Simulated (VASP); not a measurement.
# Ti3Se (P-6m2) in VASP: a series of runs

The runs below take Ti3Se through single point, with PBE.

All numbers are computed with VASP 6.6.1; they aren't measurements. Logs are shortened: lines on timing, memory, paths and dates and some standing lists are left out, and cuts for length are marked.

**1. The cell of the first run**

Symmetry: P-6m2, No. 187, hexagonal system. The conventional cell has a = 3.197 Å, b = 3.197 Å, c = 7.943 Å, α = 90.00°, β = 90.00°, γ = 120.00°. Se (site symmetry -6m2) has 6 Ti at 2.58 Å and 6 Se at 3.20 Å within 3.4 Å. Ti (site symmetry -6m2) has 12 Ti at 2.85 to 3.20 Å within 3.8 Å. Within 3.4 Å of Ti (site symmetry 3m) lie 3 Se at 2.58 Å and 9 Ti at 2.85 to 3.20 Å.

**2. Single point, PBE**

File INCAR:

```
SYSTEM = Ti3Se
  PREC = Accurate
  ENCUT = 520
  EDIFF = 1E-6
  ISMEAR = -1
  SIGMA = 0.05
  LREAL = .FALSE.
  LASPH = .TRUE.
  NELM = 80
  ALGO = Normal
  ISIF = 2
  LWAVE = .FALSE.
  LCHARG = .FALSE.
  GGA = PE
  NBANDS = 29
```

File KPOINTS:

```
Automatic mesh
0
G
  10 10 4
  0 0 0
```

File POSCAR:

```
Ti3Se
1.0
    3.1974455988      0.0000000000      0.0000000000
   -1.5987227994      2.7690691158      0.0000000000
    0.0000000000      0.0000000000      7.9427450000
Se Ti
1 3
Direct
    0.0000000000      0.0000000000      0.0000000000
    0.6666666667      0.3333333333      0.5000000000
    0.3333333333      0.6666666667      0.7729020000
    0.3333333333      0.6666666667      0.2270980000
```

Potentials or basis: VASP PAW PBE potentials, release 64 (Se, Ti_sv).

Run with:

```sh
$ cat potpaw_PBE.64/Se/POTCAR potpaw_PBE.64/Ti_sv/POTCAR > POTCAR
$ mpirun -np 1 vasp_std > vasp.out
```

OUTCAR:

```text
SYSTEM = Ti3Se
   PREC = Accurate
   ENCUT = 520
   EDIFF = 1E-6
   ISMEAR = -1
   LREAL = .FALSE.
   LASPH = .TRUE.
   NELM = 80
   ISIF = 2
   GGA = PE

 ion  position               nearest neighbor table
   1  0.000  0.000  0.000-   3 2.58   4 2.58   3 2.58   4 2.58   3 2.58   4 2.58
   2  0.667  0.333  0.500-   3 2.85   4 2.85   3 2.85   4 2.85   3 2.85   4 2.85
   3  0.333  0.667  0.773-   1 2.58   1 2.58   1 2.58   2 2.85   2 2.85   2 2.85
   4  0.333  0.667  0.227-   1 2.58   1 2.58   1 2.58   2 2.85   2 2.85   2 2.85

  LATTYP: Found a hexagonal cell.
 ALAT       =     3.1974455988
 C/A-ratio  =     2.4840907389

  Lattice vectors:

 A1 = (   3.1974455988,   0.0000000000,   0.0000000000)
 A2 = (  -1.5987227994,   2.7690691158,   0.0000000000)
 A3 = (   0.0000000000,   0.0000000000,   7.9427450000)

Analysis of symmetry for initial positions (statically):
=====================================================================
 Subroutine PRICEL returns:
 Original cell was already a primitive cell.

 Routine SETGRP: Setting up the symmetry group for a
 hexagonal supercell.

 Subroutine GETGRP returns: Found 12 space group operations
 (whereof 12 operations were pure point group operations)
 out of a pool of 24 trial point group operations.

The static configuration has the point symmetry D_3h.

Analysis of symmetry for dynamics (positions and initial velocities):
=====================================================================
 Subroutine PRICEL returns:
 Original cell was already a primitive cell.

 Routine SETGRP: Setting up the symmetry group for a
 hexagonal supercell.

 Subroutine GETGRP returns: Found 12 space group operations
 (whereof 12 operations were pure point group operations)
 out of a pool of 24 trial point group operations.

The dynamic configuration has the point symmetry D_3h.

 Subroutine INISYM returns: Found 12 space group operations
 (whereof 12 operations are pure point group operations),
 and found     1 'primitive' translations

----------------------------------------------------------------------------------------

                                     Primitive cell

  volume of cell :      70.3247

  direct lattice vectors                    reciprocal lattice vectors
[... 81 lines left out ...]
 SYSTEM =  Ti3Se
   PREC   = accura    normal or accurate (medium, high low for compatibility)
   ISTART =      0    job   : 0-new  1-cont  2-samecut
   ICHARG =      2    charge: 1-file 2-atom 10-const
   ISPIN  =      1    spin polarized calculation?
   LNONCOLLINEAR =      F non collinear calculations
   LSORBIT =      F    spin-orbit coupling
   LASPH  =      T    aspherical Exc in radial PAW
   ENCUT  =  520.0 eV  38.22 Ry    6.18 a.u.   5.95  5.95 14.77*2*pi/ulx,y,z
   NELM   =     80;   NELMIN=  2; NELMDL= -5     # of ELM steps
   EDIFF  = 0.1E-05   stopping-criterion for ELM
   LREAL  =      F    real-space projection
   EDIFFG = 0.1E-04   stopping-criterion for IOM
   NSW    =      0    number of steps for IOM
   IBRION =     -1    ionic relax: 0-MD 1-quasi-New 2-CG
   NFREE  =      0    steps in history (QN), initial steepest desc. (CG)
   ISIF   =      2    stress and relaxation
   ISYM   =      2    0-nonsym 1-usesym 2-fastsym
   POTIM  = 0.5000    time-step for ionic-motion
   TEBEG  =    0.0;   TEEND  =   0.0 temperature during run
   PSTRESS=    0.0 pullay stress
   NELECT =      42.0000    total number of electrons
   NUPDOWN=      -1.0000    fix difference up-down
   EMIN   =  10.00;   EMAX   =-10.00  energy-range for DOS
   EFERMI =   0.00;   METHOD = LEGACY
   ISMEAR =    -1;   SIGMA  =   0.05  broadening in eV -4-tet -1-fermi 0-gaus
   EFERMI_NEDOS =   21; number of points for ismear=-14 and -15
   IALGO  =     38    algorithm
   IMIX   =      4    mixing-type and parameters
     AMIX     =   0.40;   BMIX     =  1.00
     AMIX_MAG =   1.60;   BMIX_MAG =  1.00
  volume/ion in A,a.u.               =      17.58       118.64
  Fermi-wavevector in a.u.,A,eV,Ry     =   1.378654  2.605279 25.860428  1.900688
  Thomas-Fermi vector in A             =   2.503696
   LORBIT       =      0    0 simple, 1 ext, 2 COOP (PROOUT), +10 PAW based schemes
   GGA     = PE    functional components
   LHFCALC =     F    Hartree Fock is set to
   AEXX    =    0.0000 exact exchange contribution
   IVDW    =     0    specifies the selected vdW correction
   LEPSILON=     F    determine dielectric tensor
   LRPA    =     F    only Hartree local field effects (RPA)
 non-spin polarized calculation
  energy-cutoff  :      520.00
  volume of cell :       70.32
 maximum number of plane-waves:      1918
 NGX is ok and might be reduce to    24
   NGX = 11   NGY = 11   NGZ = 29

 number of electron      42.0000000 magnetization

 Free energy of the ion-electron system (eV)
  ---------------------------------------------------
  ext. energy  EPLUGINS =         0.00000000
  ---------------------------------------------------
  free energy    TOTEN  =       -28.88481333 eV

  energy without entropy =      -28.86105240  energy(sigma->0) =      -28.87293287

 E-fermi :   8.0621     XC(G=0): -11.3498

 val. band max:        8.0560074588   @ k =   0.1000   0.1000   0.0000
 cond. band min:       8.0668775687   @ k =   0.3000   0.2000   0.0000
 fundamental gap:      0.0108701098
 Fermi energy:         8.0621446337

 k-point     1 :       0.0000    0.0000    0.0000
  band No.  band energies     occupation
      1     -48.9845      2.00000
      2     -48.9648      2.00000
      3     -48.8107      2.00000
      4     -25.4618      2.00000
      5     -25.3698      2.00000
      6     -25.0884      2.00000
[... 757 lines left out ...]
     28      10.6654      0.00000
     29      10.8324      0.00000

 [... further k-points ...]
[... 5 lines left out ...]
  --------------------------------------------------------------------------------------
  -------------------------------------------------------------------------------------
  Total        0.0457386      0.0457386      0.1267067      0.0000000      0.0000000      0.0000000
  in kB        1.0420440      1.0420440      2.8867058      0.0000000      0.0000000      0.0000000
  external PRESSURE =       1.6569313 kB  Pullay stress =       0.0000000 kB

 VOLUME and BASIS-vectors are now :
 -----------------------------------------------------------------------------
  energy-cutoff  :      520.00
  volume of cell :       70.32
      direct lattice vectors                 reciprocal lattice vectors
     3.197445599  0.000000000  0.000000000     0.312749653  0.180566096  0.000000000
    -1.598722799  2.769069116  0.000000000     0.000000000  0.361132192  0.000000000
     0.000000000  0.000000000  7.942745000     0.000000000  0.000000000  0.125901058

 POSITION                                       TOTAL-FORCE (eV/Angst)
 -----------------------------------------------------------------------------------
      0.00000      0.00000      0.00000         0.000000     -0.000000      0.000000
      1.59872      0.92302      3.97137        -0.000000     -0.000000      0.000000
     -0.00000      1.84605      6.13896         0.000000      0.000000     -0.043387
     -0.00000      1.84605      1.80378         0.000000     -0.000000      0.043387
 -----------------------------------------------------------------------------------
    total drift:                                0.000000     -0.000000     -0.000000

  FREE ENERGIE OF THE ION-ELECTRON SYSTEM (eV)
  ---------------------------------------------------
  free  energy   TOTEN  =       -28.8848133342 eV

  energy  without entropy=      -28.8610524048  energy(sigma->0) =      -28.87293287
```

stdout:

```text
POSCAR found type information on POSCAR SeTi
 POSCAR found :  2 types and       4 ions
 scaLAPACK will be used
 LDA part: xc-table for (Slater+PW92), standard interpolation
 POSCAR, INCAR and KPOINTS ok, starting setup
 FFT: planning ... GRIDC
 FFT: planning ... GRID_SOFT
 FFT: planning ... GRID
 WAVECAR not read
 entering main loop
```

Run time: 82 s. Hardware: 1 thread of AMD EPYC 9R45 (Zen 5), shared host; peak memory 0.19 GiB.

What came out:

```
Free energy            : -28.8848 eV
Pressure               : 0.2 GPa
Largest force          : 0.043 eV/Å
Band gap on the k mesh : zero (band 21 reaches 8.46 eV, above the bottom of band 22 at 7.90 eV)
```

Forces on the atoms (eV/Å):
```
Se   0.000  0.000  0.000
Ti   0.000  0.000  0.000
Ti   0.000  0.000 -0.043
Ti   0.000  0.000  0.043
```

**3. Single point, PBE**

File INCAR:

```
ALGO = Normal
EDIFF = 1E-6
ENCUT = 520
GGA = PE
ISIF = 2
ISMEAR = -1
LASPH = T
LCHARG = F
LREAL = F
LWAVE = F
NBANDS = 29
NELM = 80
PREC = Accurate
SIGMA = 0.05
```

File KPOINTS:

```
k-points
0
Gamma
  10 10 4
```

POSCAR is that of step 2.

Potentials or basis: VASP PAW PBE potentials, release 64 (Se, Ti_sv).

Run with:

```sh
$ cat potpaw_PBE.64/Se/POTCAR potpaw_PBE.64/Ti_sv/POTCAR > POTCAR
$ mpirun -np 1 vasp_std > vasp.out
```

Run time: 87 s. Hardware: 1 thread of AMD EPYC 9R45 (Zen 5), shared host; peak memory 0.18 GiB.

It converged, with:

* Free energy: -28.8848 eV
* Pressure: 0.2 GPa
* Largest force: 0.043 eV/Å
* Band gap on the k mesh: zero (band 21 reaches 8.46 eV, above the bottom of band 22 at 7.90 eV)

Forces on the atoms (eV/Å):
```
Se   0.000  0.000  0.000
Ti   0.000  0.000  0.000
Ti   0.000  0.000 -0.043
Ti   0.000  0.000  0.043
```

Stress tensor (GPa, compression positive):
```
0.10 0.00 0.00
0.00 0.10 0.00
0.00 0.00 0.29
```

Levels at points of the mesh, in eV from the Fermi level:
```tsv
k point	band 19	band 20	band 21	band 22	band 23	band 24
(0.00, 0.00, 0.00)	-0.17	0.15	0.15	0.30	0.30	0.92
(0.50, 0.00, 0.00)	-1.57	-0.67	-0.46	0.20	0.81	0.83
(0.00, 0.00, 0.50)	-0.64	0.39	0.39	0.57	0.60	0.60
(0.50, 0.00, 0.50)	-1.51	-0.91	-0.86	0.60	0.85	1.00
```
